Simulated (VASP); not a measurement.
Wanted: the native input for a VASP 6.6.1 run.

```yaml
Task: single point
Functional: r2SCAN
Potentials_or_basis: VASP PAW PBE potentials, release 64 (Ag)
Cutoff: 520 eV
k_mesh: 26 × 26 × 26
Occupations: gaussian, width 0.15 eV
Spin: no spin polarisation
Dipole_correction: no
Further_INCAR_settings: ALGO = Normal; EDIFF = 1e-06; NBANDS = 12
```

Ag:

```
Ag
1.0
    -1.59341    1.59341    1.55255
     1.59341   -1.59341    1.55255
     1.59341    1.59341   -1.55255
Ag
1
Direct
  0.00000 0.00000 0.00000
```

This cell differs from its parent crystal: strain -0.025 along x and y, -0.050 along z.

The input as run:

POSCAR

```
Ag
1.0
   -1.5934109572      1.5934109572      1.5525542660
    1.5934109572     -1.5934109572      1.5525542660
    1.5934109572      1.5934109572     -1.5525542660
Ag
1
Direct
    0.0000000000      0.0000000000      0.0000000000
```

INCAR.step1

```
PREC     = Accurate       # precision mode
ENCUT    = 520            # plane-wave cutoff, eV
ISMEAR   = 0              # smearing method
SIGMA    = 0.15           # smearing width, eV
LREAL    = False          # projectors in reciprocal space
LASPH    = True           # aspherical terms in the spheres
NELM     = 60             # most SCF steps
NBANDS   = 12             # bands
GGA      = PE             # functional
ALGO     = Normal         # electronic algorithm
EDIFF    = 1E-4           # SCF threshold, eV
LWAVE    = True           # write WAVECAR
LCHARG   = False          # write CHGCAR
```

INCAR.step2

```
PREC     = Accurate       # precision mode
ENCUT    = 520            # plane-wave cutoff, eV
EDIFF    = 1E-6           # SCF threshold, eV
ISMEAR   = 0              # smearing method
SIGMA    = 0.15           # smearing width, eV
LREAL    = False          # projectors in reciprocal space
LASPH    = True           # aspherical terms in the spheres
NELM     = 60             # most SCF steps
ALGO     = Normal         # electronic algorithm
ISIF     = 2              # what is computed and relaxed
LWAVE    = False          # write WAVECAR
LCHARG   = False          # write CHGCAR
METAGGA  = R2SCAN         # meta-GGA
LMIXTAU  = True         
NBANDS   = 12             # bands
ISTART   = 1
```

KPOINTS

```
Automatic mesh
0
Gamma
  26 26 26
```

Potentials or basis: VASP PAW PBE potentials, release 64 (Ag).

Launch:

```console
$ cat potpaw_PBE.64/Ag/POTCAR > POTCAR
$ cp INCAR.step1 INCAR
$ mpirun -np 1 vasp_std > vasp.out
$ cp INCAR.step2 INCAR
$ mpirun -np 1 vasp_std > vasp.out
```

It gave:

```yaml
Pressure: 13.6 GPa
Band_gap_on_the_k_mesh: zero (an odd number of electrons rules out a gap without spin polarisation)
```

Caveat: the cell differs from its parent crystal (strain -0.025 along x and y, -0.050 along z); the cell stands under pressure; the PAW data sets were made with another functional, which shifts forces and pressure a little.

Run time: 14 min on 1 thread of Intel Xeon 8259CL, on a shared host, peak memory 0.34 GiB.
